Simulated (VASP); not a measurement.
Set up this calculation in VASP 6.6.1, as the native input.

- Task: single point
- Functional: r2SCAN
- Potentials or basis: VASP PAW PBE potentials, release 64 (Cl, I, K_sv)
- Cutoff: 520 eV
- k mesh: 6 × 6 × 6
- Occupations: gaussian, width 0.01 eV
- Spin: no spin polarisation
- Dipole correction: no
- Further INCAR settings: ALGO = Normal; EDIFF = 1e-07; NBANDS = 24

K2ICl:

```
CELL_PARAMETERS angstrom
2.35742 1.36106 7.76360
-2.35742 1.36106 7.76360
0.00000 -2.72212 7.76360
ATOMIC_POSITIONS crystal
Cl 0.00000 0.00000 0.00000
I 0.50000 0.50000 0.50000
K 0.25994 0.25994 0.25994
K 0.74006 0.74006 0.74006
```

The input as run:

POSCAR

```
K2ICl
1.0
    2.3574210371      1.3610576702      7.7636043941
   -2.3574210371      1.3610576702      7.7636043941
    0.0000000000     -2.7221153408      7.7636043941
Cl I K
1 1 2
Direct
    1.0000000000      0.0000000000      0.0000000000
    0.5000000000      0.5000000000      0.5000000000
    0.2599441895      0.2599441895      0.2599441895
    0.7400558105      0.7400558105      0.7400558105
```

INCAR.step1

```
SYSTEM = K2ICl
PREC = Accurate
ENCUT = 520
ISMEAR = 0
SIGMA = 0.01
LREAL = .FALSE.
LASPH = .TRUE.
NELM = 60
NBANDS = 24
GGA = PE
ALGO = Normal
EDIFF = 1E-4
LWAVE = .TRUE.
LCHARG = .FALSE.
```

INCAR.step2

```
SYSTEM = K2ICl
PREC = Accurate
ENCUT = 520
EDIFF = 1E-7
ISMEAR = 0
SIGMA = 0.01
LREAL = .FALSE.
LASPH = .TRUE.
NELM = 60
ALGO = Normal
ISIF = 2
LWAVE = .FALSE.
LCHARG = .TRUE.
METAGGA = R2SCAN
LMIXTAU = .TRUE.
LELF = .TRUE.
LVHAR = .TRUE.
NBANDS = 24
ISTART = 1
```

KPOINTS

```
regular mesh
0
G
  6 6 6
  0 0 0
```

Potentials or basis: VASP PAW PBE potentials, release 64 (Cl, I, K_sv).

The run is started by

```bash
$ cat potpaw_PBE.64/Cl/POTCAR potpaw_PBE.64/I/POTCAR potpaw_PBE.64/K_sv/POTCAR > POTCAR
$ cp INCAR.step1 INCAR
$ mpirun -np 1 vasp_std > vasp.out
$ cp INCAR.step2 INCAR
$ mpirun -np 1 vasp_std > vasp.out
```

Results of the run:

```json
{"Pressure": "0.0 GPa", "Largest force": "0.003 eV/Å", "Band gap on the k mesh": "4.38 eV"}
```

Caveat: the PAW data sets were made with another functional, which shifts forces and pressure a little; spin-orbit coupling is left out, which moves the levels of the heavy elements.

Run time: 22 min on 1 thread of Intel(R) Xeon(R) Platinum 8259CL CPU @ 2.50GHz (Skylake/Cascade Lake), on a shared host, peak memory 0.69 GiB.
